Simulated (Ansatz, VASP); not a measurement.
# Two plane-wave programs on CsBr

The input INCAR:

```
SYSTEM = CsBr
PREC = Accurate ; ENCUT = 500
EDIFF = 1E-6 ; ISMEAR = 0
SIGMA = 0.05 ; LREAL = .False.
LASPH = .True. ; NELM = 120
ALGO = Normal ; ISIF = 2
LWAVE = .False. ; LCHARG = .False.
GGA = PE ; NBANDS = 15
GGA_COMPAT = .False.
```

KPOINTS

```
regular mesh
0
Gamma
  8 8 8
  0 0 0
```

The input POSCAR:

```
CsBr
1.0
    4.5545546275      0.0000000000      0.0000000000
    0.0000000000      4.5545546275      0.0000000000
    0.0000000000      0.0000000000      4.5545546275
Cs Br
1 1
Direct
    0.0000000000      0.0000000000      0.0000000000
    0.5000000000      0.5000000000      0.5000000000
```

Input for Ansatz:

```yaml
crystal:
  lattice:
    - [4.5545546275, 0.0, 0.0]
    - [0.0, 4.5545546275, 0.0]
    - [0.0, 0.0, 4.5545546275]
  atoms:
    - { symbol: Cs, position: [0.0, 0.0, 0.0] }
    - { symbol: Br, position: [0.5, 0.5, 0.5] }
basis:
  ecutwfc: 420
  fft_grid_basis: typed
kpoints:
  mp_grid: { grid: [8, 8, 8] }
hamiltonian:
  xc: pbe
  pseudopotentials: { kind: paw }
scf:
  occupations: { method: gaussian, width: 0.05 }
output:
  forces: true
  stress: true
  eigenvalues: true
  bader: true
  write_density: true
  volumetric_format: npy
  elf: true
```

Alike in both runs: task single point; functional PBE; k mesh 8 × 8 × 8; occupations gaussian, width 0.05 eV; no spin polarisation.

|  | VASP | Ansatz |
| --- | --- | --- |
| version | VASP 6.6.1 | Ansatz 0.2.0 |
| potentials or method | VASP PAW PBE potentials, release 64 (Cs_sv, Br), cutoff 500 eV | scalar-relativistic, plane waves, PAW |
| valence electrons in the cell | 16 | 16 |

```tsv
	VASP	Ansatz	Ansatz less VASP
gap on the k mesh at the Fermi level (eV)	3.88	3.89	+0.008
pressure (GPa)	-1.0	-1.0	-0.02
```

With one functional, cell and mesh, what is left measures potentials, basis and numerics.

Neither program's run includes spin-orbit coupling.
